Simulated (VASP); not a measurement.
ZnSe (zincblende type), 2 atoms in the cell. The structure is cubic, space group F-43m (No. 216). The conventional cell has a = 5.011 Å, b = 5.011 Å, c = 5.011 Å, α = 90.00°, β = 90.00°, γ = 90.00°. Zn (site symmetry -43m) has 4 Se at 2.17 Å within 2.9 Å. Se (site symmetry -43m) has 4 Zn at 2.17 Å within 2.9 Å. 

```yaml
Program: VASP 6.6.1
Task: single point
Functional: PBE
Potentials_or_basis: VASP PAW PBE potentials, release 64 (Zn, Se)
Cutoff: 520 eV
k_mesh: 13 × 13 × 13
Occupations: fermi-dirac, width 0.1 eV
Spin: no spin polarisation
Dipole_correction: no
Further_INCAR_settings: ALGO = Normal; EDIFF = 1e-06; NBANDS = 16
```

Potentials or basis: VASP PAW PBE potentials, release 64 (Zn, Se).

The run is started by

```console
$ cat potpaw_PBE.64/Zn/POTCAR potpaw_PBE.64/Se/POTCAR > POTCAR
$ mpirun -np 1 vasp_std > vasp.out
```

Hardware: 1 thread of Intel Xeon 6975P-C, with other jobs on the host.

Problem. Estimate the wall time of this run.

Solution. It took 34 s on 1 thread of Intel Xeon 6975P-C (shared host), peak memory 0.19 GiB. Counts: scf iterations 13, k points 84.
